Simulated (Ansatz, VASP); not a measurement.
# Two plane-wave programs on W

INCAR

```
  PREC = Accurate
  ENCUT = 520
  EDIFF = 1E-6
  ISMEAR = 0
  SIGMA = 0.15
  LREAL = False
  LASPH = True
  NELM = 100
  ALGO = Fast
  ISIF = 2
  LWAVE = False
  LCHARG = False
  GGA = PS
  NBANDS = 13
```

File KPOINTS:

```
Automatic mesh
0
Gamma
  22 22 22
```

Contents of POSCAR:

```
W
1.0
   -0.0970528968      1.9826520351      1.9826520351
    1.9826520351     -0.0970528968      1.9826520351
    1.9826520351      1.9826520351     -0.0970528968
W
1
Direct
    0.0000000000      0.0000000000      0.0000000000
```

Input for Ansatz:

```yaml
crystal:
  lattice:
    - [-0.0970528968, 1.9826520351, 1.9826520351]
    - [1.9826520351, -0.0970528968, 1.9826520351]
    - [1.9826520351, 1.9826520351, -0.0970528968]
  atoms:
    - { symbol: W, position: [0.0, 0.0, 0.0] }
basis:
  ecutwfc: 420
kpoints:
  mp_grid: { grid: [22, 22, 22] }
hamiltonian:
  xc: pbesol
scf:
  occupations: { method: gaussian, width: 0.15 }
output:
  forces: true
  stress: true
  eigenvalues: true
```

Alike in both runs: task single point; functional PBEsol; k mesh 22 × 22 × 22; occupations gaussian, width 0.15 eV; no spin polarisation.

|  | VASP | Ansatz |
| --- | --- | --- |
| version | VASP 6.6.1 | Ansatz 0.2.0 |
| potentials or method | VASP PAW PBE potentials, release 64 (W_sv), cutoff 520 eV | scalar-relativistic, plane waves, PAW |
| valence electrons in the cell | 14 | 14 |

Ansatz gave:

* gap on the k mesh at the Fermi level (eV): none
* pressure (GPa): -12.0
* traceless stress, the component that is largest in VASP (GPa): -3.83

Question: Which values does VASP return?

Answer: gap on the k mesh at the Fermi level (eV): none; pressure (GPa): -11.5; traceless stress, the component that is largest in VASP (GPa): -3.83.

VASP's potentials were made for PBE, not for PBEsol. A gap of «none» marks a metal or a gap that the smearing closes.

Spin-orbit coupling is off throughout.
